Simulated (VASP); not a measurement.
GaSb: single point with HSE06

GaSb:

```xyz
2
Lattice="0.0000 3.1885 3.1885 3.1885 0.0000 3.1885 3.1885 3.1885 0.0000" Properties=species:S:1:pos:R:3 pbc="T T T"
Ga    0.0000    0.0000    0.0000
Sb    1.5943    1.5943    1.5943
```

This cell differs from its parent crystal: strain +4.0%.

```yaml
Program: VASP 6.6.1
Task: single point
Functional: HSE06
Potentials_or_basis: VASP PAW PBE potentials, release 64 (Ga_d, Sb)
Cutoff: 520 eV
k_mesh: 6 × 6 × 6
Occupations: fermi-dirac, width 0.02 eV
Spin: no spin polarisation
```

- Pressure: -4.9 GPa
- Band gap on the k mesh: zero (filled and empty bands touch)

Levels at points of the mesh, in eV from the Fermi level:
```tsv
k point	band 6	band 7	band 8	band 9	band 10	band 11	band 12	band 13
(0.00, 0.00, 0.00)	-11.73	-0.18	-0.01	-0.01	-0.01	3.46	3.46	3.46
(0.50, 0.00, 0.00)	-10.25	-6.33	-1.06	-1.06	0.73	4.42	4.42	7.27
(0.50, 0.50, 0.00)	-9.51	-6.84	-2.38	-2.38	1.54	1.99	9.01	9.01
```

Wall time 35 min on 1 thread of AMD EPYC 9R45 96-Core Processor (Zen 5) (shared host), peak memory 0.32 GiB.

Caveat: the cell differs from its parent crystal (strain +4.0%); the cell stands under tension; the PAW data sets were made with another functional, which shifts forces and pressure a little; spin-orbit coupling is left out, which moves the levels of the heavy elements.
